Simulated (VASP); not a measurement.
A run of VASP 6.6.1:

The input INCAR:

```
PREC = Accurate
ENCUT = 1300
EDIFF = 1E-6
ISMEAR = 0
SIGMA = 0.05
LREAL = False
LASPH = True
NELM = 120
ALGO = Normal
ISIF = 2
LWAVE = False
LCHARG = False
NBANDS = 11
GGA_COMPAT = False
```

The input KPOINTS:

```
regular mesh
0
Gamma
  12 12 12
```

POSCAR

```
C
1.0
    0.0000000000      1.9600048183      1.6421661991
    1.6951393023      0.0000000000      1.6421661991
    1.6951393023      1.9600048183      0.0000000000
C
2
Direct
    0.5000000000      0.5000000000      0.5000000000
    0.7500000000      0.7500000000      0.7500000000
```

Potentials or basis: VASP PAW LDA potentials, release 64 (C_h).

Command:

```console
$ cat potpaw_LDA.64/C_h/POTCAR > POTCAR
$ mpirun -np 1 vasp_std > vasp.out
```

Hardware: 1 thread of Intel(R) Xeon(R) Platinum 8488C (Sapphire Rapids), with other jobs on the host.

Q: How long does it take, and how much memory?

A: Run time: 64 s on 1 thread of Intel(R) Xeon(R) Platinum 8488C (Sapphire Rapids) (shared host), peak memory 0.22 GiB. Counts: scf iterations 11, k points 280.
